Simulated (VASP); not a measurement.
A run of VASP 6.6.1:

The input INCAR:

```
SYSTEM = BaCd3Se4
ALGO = Normal ; EDIFF = 1E-6
ENCUT = 520 ; GGA = PE
ISIF = 2 ; ISMEAR = 0
LASPH = .TRUE. ; LCHARG = .FALSE.
LREAL = .FALSE. ; LWAVE = .FALSE.
NBANDS = 45 ; NELM = 60
PREC = Accurate ; SIGMA = 0.15
```

File KPOINTS:

```
k-points
0
G
  2 2 2
  0 0 0
```

The input POSCAR:

```
BaCd3Se4
1.0
    3.1897770205      1.8416186214      5.8160458299
   -3.1897770205      1.8416186214      5.8160458299
    0.0000000000     -3.6832372428      5.8160458299
Ba Cd Se
1 3 4
Direct
    0.5000000000      0.5000000000      0.5000000000
    0.0000000000      0.0000000000      0.5000000000
    0.5000000000      0.0000000000      0.0000000000
    0.0000000000      0.5000000000      0.0000000000
    0.5000000000      0.5000000000      0.0000000000
    0.0000000000      0.5000000000      0.5000000000
    0.5000000000      0.0000000000      0.5000000000
    0.0000000000      0.0000000000      0.0000000000
```

Potentials or basis: VASP PAW PBE potentials, release 64 (Ba_sv, Cd, Se).

Launch:

```bash
$ cat potpaw_PBE.64/Ba_sv/POTCAR potpaw_PBE.64/Cd/POTCAR potpaw_PBE.64/Se/POTCAR > POTCAR
$ mpirun -np 1 vasp_std > vasp.out
```

Hardware: 1 thread of AMD EPYC 7R43 64-Core Processor (Zen 3), on a shared host.

How long does it take, and how much memory?

It took 98 s on 1 thread of AMD EPYC 7R43 64-Core Processor (Zen 3), on a shared host, peak memory 0.36 GiB. Counts: scf iterations 15, k points 4.
